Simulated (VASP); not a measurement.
Cu, 1 atom in the cell. It takes space group P6/mmm (No. 191, hexagonal). Conventional cell: a = 2.112 Å, b = 2.112 Å, c = 2.021 Å, α = 90.00°, β = 90.00°, γ = 120.00°. Cu (site symmetry 6/mmm) has 8 Cu at 2.02 to 2.11 Å within 2.7 Å. 

```yaml
Program: VASP 6.6.1
Task: single point
Functional: PBE
Potentials_or_basis: VASP PAW PBE potentials, release 64 (Cu)
Cutoff: 520 eV
k_mesh: 17 × 17 × 16
Occupations: fermi-dirac, width 0.05 eV
Spin: no spin polarisation
Dipole_correction: no
Further_INCAR_settings: ALGO = Normal; EDIFF = 1e-07; NBANDS = 12
```

Potentials or basis: VASP PAW PBE potentials, release 64 (Cu).

Command:

```bash
$ cat potpaw_PBE.64/Cu/POTCAR > POTCAR
$ mpirun -np 1 vasp_std > vasp.out
```

Hardware: 1 thread of Intel(R) Xeon(R) 6975P-C (Granite Rapids), with other jobs on the host.

Task: Estimate the wall time of this run.

Result: It took 7.8 s on 1 thread of Intel(R) Xeon(R) 6975P-C (Granite Rapids) (shared host), peak memory 0.13 GiB. Counts: scf iterations 13, k points 297.
